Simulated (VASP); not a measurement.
Input of a VASP 6.6.1 run:

INCAR

```
SYSTEM = SnO2
PREC = Accurate
ENCUT = 520
EDIFF = 1E-7
ISMEAR = -1
SIGMA = 0.01
LREAL = .False.
LASPH = .True.
NELM = 100
ALGO = Normal
ISIF = 2
LWAVE = .False.
LCHARG = .True.
GGA = PS
LELF = .True.
LVHAR = .True.
NBANDS = 35
```

File KPOINTS:

```
regular mesh
0
Gamma
  10 10 10
  0 0 0
```

The input POSCAR:

```
SnO2
1.0
   -2.0000690000      2.0000690000      5.1236790000
    2.0000690000     -2.0000690000      5.1236790000
    2.0000690000      2.0000690000     -5.1236790000
Sn O
2 4
Direct
    0.7500000000      0.2500000000      0.5000000000
    0.0000000000      0.0000000000      0.0000000000
    0.7965230000      0.7965230000      0.0000000000
    0.9534770000      0.4534770000      0.5000000000
    0.2034770000      0.2034770000      0.0000000000
    0.5465230000      0.0465230000      0.5000000000
```

Potentials or basis: VASP PAW PBE potentials, release 64 (Sn_d, O).

Launch:

```sh
$ cat potpaw_PBE.64/Sn_d/POTCAR potpaw_PBE.64/O/POTCAR > POTCAR
$ mpirun -np 1 vasp_std > vasp.out
```

Estimate the largest force.

0.056 eV/Å.

Estimate the band gap on the k mesh.

1.56 eV, indirect (least direct gap 1.94 eV).

Estimate the pressure.

1.2 GPa.

Stress tensor (GPa, compression positive):
```
1.54 0.00 0.00
0.00 1.54 0.00
0.00 0.00 0.65
```

Caveat: the PAW data sets were made with another functional, which shifts forces and pressure a little; spin-orbit coupling is left out, which moves the levels of the heavy elements. A k mesh can miss the band edges.
